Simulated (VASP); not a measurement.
Wanted: the native input for a VASP 6.6.1 run.

- Task: single point
- Functional: PBEsol
- Potentials or basis: VASP PAW PBE potentials, release 64 (Ge_d)
- Cutoff: 520 eV
- k mesh: 12 × 12 × 6
- Occupations: gaussian, width 0.01 eV
- Spin: no spin polarisation
- Dipole correction: no
- Further INCAR settings: ALGO = Normal; EDIFF = 1e-07; NBANDS = 36

The structure of Ge lies in POSCAR:

```
Ge
1.0
    3.9986408891      0.0000000000      0.0000000000
   -1.9993204446      3.4629245905      0.0000000000
    0.0000000000      0.0000000000      6.5920610803
Ge
4
Direct
    0.6666666667      0.3333333333      0.0627779752
    0.3333333333      0.6666666667      0.5627779752
    0.6666666667      0.3333333333      0.4372220248
    0.3333333333      0.6666666667      0.9372220248
```

This isn't the form of Ge at room conditions, which is diamond.

The input as run:

INCAR

```
ALGO     = Normal         # electronic algorithm
EDIFF    = 1E-7           # SCF threshold, eV
ENCUT    = 520            # plane-wave cutoff, eV
GGA      = PS             # functional
ISIF     = 2              # what is computed and relaxed
ISMEAR   = 0              # smearing method
LASPH    = True           # aspherical terms in the spheres
LCHARG   = False          # write CHGCAR
LREAL    = False          # projectors in reciprocal space
LWAVE    = False          # write WAVECAR
NBANDS   = 36             # bands
NELM     = 100            # most SCF steps
PREC     = Accurate       # precision mode
SIGMA    = 0.01           # smearing width, eV
```

KPOINTS

```
k-points
0
Gamma
  12 12 6
```

Potentials or basis: VASP PAW PBE potentials, release 64 (Ge_d).

Run with:

```bash
$ cat potpaw_PBE.64/Ge_d/POTCAR > POTCAR
$ mpirun -np 1 vasp_std > vasp.out
```

It gave:

The pressure is -0.1 GPa. The largest force is 0.003 eV/Å and the band gap on the k mesh is zero (bands 28 and 29 overlap by 0.03 eV).

Caveat: semilocal functionals underestimate gaps, and a narrow one can read as zero; the PAW data sets were made with another functional, which shifts forces and pressure a little.

Wall time 4.2 min on 1 thread of AMD EPYC 7R43 64-Core Processor (Zen 3), with other jobs on the host, peak memory 0.28 GiB.
